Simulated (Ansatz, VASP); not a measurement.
One calculation of FeSi, two programs

```xyz
8
Lattice="4.4300 0.0000 0.0000 0.0000 4.4300 0.0000 0.0000 0.0000 4.4300" Properties=species:S:1:pos:R:3 pbc="T T T"
Fe    0.6050    0.6050    0.6050
Fe    1.6100    3.8250    2.8200
Fe    2.8200    1.6100    3.8250
Fe    3.8250    2.8200    1.6100
Si    3.7255    3.7255    3.7255
Si    2.9195    0.7045    1.5105
Si    1.5105    2.9195    0.7045
Si    0.7045    1.5105    2.9195
```

Alike in both runs: functional PBE; k mesh 8 × 8 × 8; no spin polarisation.

Ansatz relaxed the structure, and its values are those at the end. VASP's run is a single point on that final structure, the one shown.

```csv
,VASP,Ansatz
version,VASP 6.6.1,Ansatz 0.2.0
potentials or method,"VASP PAW PBE potentials, release 64 (Fe, Si)","scalar-relativistic, plane waves, PAW"
plane-wave cutoff (eV),520,420
occupations,"gaussian, width 0.01 eV",fixed
valence electrons in the cell,48,80
```

|  | VASP | Ansatz | Ansatz less VASP |
| --- | --- | --- | --- |
| pressure (GPa) | 2.9 | 2.7 | -0.20 |
| rms of the force components (eV/Å) | 0.014 | 0.001 | -0.0131 |

VASP's potentials hold 48 valence electrons a cell and Ansatz's 80, so a difference there can come from the potentials and not from the codes. Ansatz's warnings: stress scf threshold loose.
